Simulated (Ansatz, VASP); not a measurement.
# One calculation of CdF2, two programs

INCAR

```
SYSTEM = CdF2
PREC = Accurate ; ENCUT = 520
EDIFF = 1E-6 ; ISMEAR = 0
SIGMA = 0.05 ; LREAL = .False.
LASPH = .True. ; NELM = 60
ALGO = Normal ; ISIF = 2
LWAVE = .False. ; LCHARG = .False.
GGA = PE ; NBANDS = 20
```

The input KPOINTS:

```
Automatic mesh
0
Gamma
  8 8 8
  0 0 0
```

Contents of POSCAR:

```
CdF2
1.0
    0.0000000000      2.6131800000      2.6131800000
    2.6131800000      0.0000000000      2.6131800000
    2.6131800000      2.6131800000      0.0000000000
Cd F
1 2
Direct
    0.0000000000      0.0000000000      0.0000000000
    0.2500000000      0.2500000000      0.2500000000
    0.7500000000      0.7500000000      0.7500000000
```

Input for Ansatz:

```yaml
crystal:
  lattice:
    - [0.0, 2.61318, 2.61318]
    - [2.61318, 0.0, 2.61318]
    - [2.61318, 2.61318, 0.0]
  atoms:
    - { symbol: Cd, position: [0.0, 0.0, 0.0] }
    - { symbol: F, position: [0.25, 0.25, 0.25] }
    - { symbol: F, position: [0.75, 0.75, 0.75] }
basis:
  ecutwfc: 420
kpoints:
  mp_grid: { grid: [8, 8, 8] }
hamiltonian:
  xc: pbe
scf:
  occupations: { method: gaussian, width: 0.05 }
output:
  forces: true
  stress: true
  eigenvalues: true
```

Change from the starting cell: strain -0.030 along x and y, -0.030 along z, atoms carried along.

Alike in both runs: task single point; functional PBE; k mesh 8 × 8 × 8; occupations gaussian, width 0.05 eV; no spin polarisation.

|  | VASP | Ansatz |
| --- | --- | --- |
| version | VASP 6.6.1 | Ansatz 0.2.0 |
| potentials or method | VASP PAW PBE potentials, release 64 (Cd, F), cutoff 520 eV | scalar-relativistic, plane waves, PAW |
| valence electrons in the cell | 26 | 34 |

```csv
,VASP,Ansatz,Ansatz less VASP
gap on the k mesh at the Fermi level (eV),3.40,3.43,+0.039
least direct gap on the mesh (eV),3.76,3.80,+0.038
pressure (GPa),20.2,18.8,-1.33
```

VASP's potentials hold 26 valence electrons a cell and Ansatz's 34, so a difference there can come from the potentials and not from the codes.
